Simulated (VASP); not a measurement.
Input of a VASP 6.6.1 run:

The input INCAR:

```
SYSTEM = Pt
PREC = Accurate
ENCUT = 520
EDIFF = 1E-7
ISMEAR = -1
SIGMA = 0.05
LREAL = .False.
LASPH = .True.
NELM = 80
ALGO = Normal
ISIF = 2
LWAVE = .False.
LCHARG = .False.
GGA = PE
NBANDS = 11
```

KPOINTS

```
regular mesh
0
Gamma
  5 5 5
  0 0 0
```

Contents of POSCAR:

```
Pt
1.0
    0.0000000000      1.9609000000      1.9609000000
    1.9609000000      0.0000000000      1.9609000000
    1.9609000000      1.9609000000      0.0000000000
Pt
1
Direct
    0.0000000000      0.0000000000      0.0000000000
```

Potentials or basis: VASP PAW PBE potentials, release 64 (Pt).

The run is started by

```sh
$ cat potpaw_PBE.64/Pt/POTCAR > POTCAR
$ mpirun -np 1 vasp_std > vasp.out
```

(1) What does it give for the pressure?

(2) What does it give for the band gap on the k mesh?

Answers

(1) 14.7 GPa.

(2) zero (band 5 reaches 11.34 eV, above the bottom of band 6 at 9.59 eV).

Caveat: the k points lie up to 0.55 Å⁻¹ apart; spin-orbit coupling is left out, which moves the levels of the heavy elements.
